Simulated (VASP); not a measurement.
A run of VASP 6.6.1 is set up as follows.

File POSCAR:

```
AlN
1.0
   -0.6905095173      1.8989011725      1.8989011725
    1.8989011725     -0.6905095173      1.8989011725
    1.8989011725      1.8989011725     -0.6905095173
Al N
1 1
Direct
    0.0000000000      0.0000000000      0.0000000000
    0.7500000000      0.7500000000      0.7500000000
```

INCAR.step1

```
PREC = Accurate
ENCUT = 520
ISMEAR = 0
SIGMA = 0.05
LREAL = F
LASPH = T
NELM = 60
NBANDS = 11
GGA = PE
ALGO = Normal
EDIFF = 1E-4
LWAVE = T
LCHARG = F
```

Contents of INCAR.step2:

```
PREC = Accurate
ENCUT = 520
EDIFF = 1E-6
ISMEAR = 0
SIGMA = 0.05
LREAL = F
LASPH = T
NELM = 60
ALGO = Normal
ISIF = 2
LWAVE = F
LCHARG = F
METAGGA = R2SCAN
LMIXTAU = T
NBANDS = 11
ISTART = 1
```

KPOINTS

```
regular mesh
0
Gamma
  10 10 10
```

Potentials or basis: VASP PAW PBE potentials, release 64 (Al, N).

The run is started by

```bash
$ cat potpaw_PBE.64/Al/POTCAR potpaw_PBE.64/N/POTCAR > POTCAR
$ cp INCAR.step1 INCAR
$ mpirun -np 1 vasp_std > vasp.out
$ cp INCAR.step2 INCAR
$ mpirun -np 1 vasp_std > vasp.out
```

Problem. What does it give for the largest force?

Solution. 30.361 eV/Å.

Problem. Estimate the pressure.

Solution. 95.3 GPa.

Problem. What does it give for the band gap on the k mesh?

Solution. 1.61 eV, indirect (least direct gap 1.65 eV).

Forces on the atoms (eV/Å):
```
Al   17.529  17.529  17.529
N   -17.529 -17.529 -17.529
```

Caveat: the PAW data sets were made with another functional, which shifts forces and pressure a little. A k mesh can miss the band edges.
